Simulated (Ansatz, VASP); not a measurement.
**Ni: VASP beside Ansatz**

```
Ni
1.0
     0.00000    1.52277    1.52277
     1.52277    0.00000    1.52277
     1.52277    1.52277    0.00000
Ni
1
Direct
  0.00000 0.00000 0.00000
```

Change from the starting cell: volume scaled by 0.68, LAPW.

Alike in both runs: task single point; functional PBEsol; k mesh 19 × 19 × 19; occupations fermi-dirac, width 0.05 eV; collinear spin.

```csv
,VASP,Ansatz
version,VASP 6.6.1,Ansatz 0.2.0
potentials or method,"VASP PAW PBE potentials, release 64 (Ni), cutoff 520 eV","all-electron LAPW, scalar-relativistic"
```

```csv
,VASP,Ansatz,Ansatz less VASP
pressure (GPa),222.1,222.8,+0.78
net moment per atom (μB),0.51,0.51,+0.002
size of the moment on the site where the two differ most (μB),0.49,0.53,+0.038
```

VASP's potentials were made for PBE, not for PBEsol. Site moments also hang on the region over which each program counts them. Both programs put the cell under a high pressure, so it lies far from rest at this level. Ansatz ran all-electron here, and VASP with PAW potentials.

Noted on VASP's run: the cell as given lies far from equilibrium.
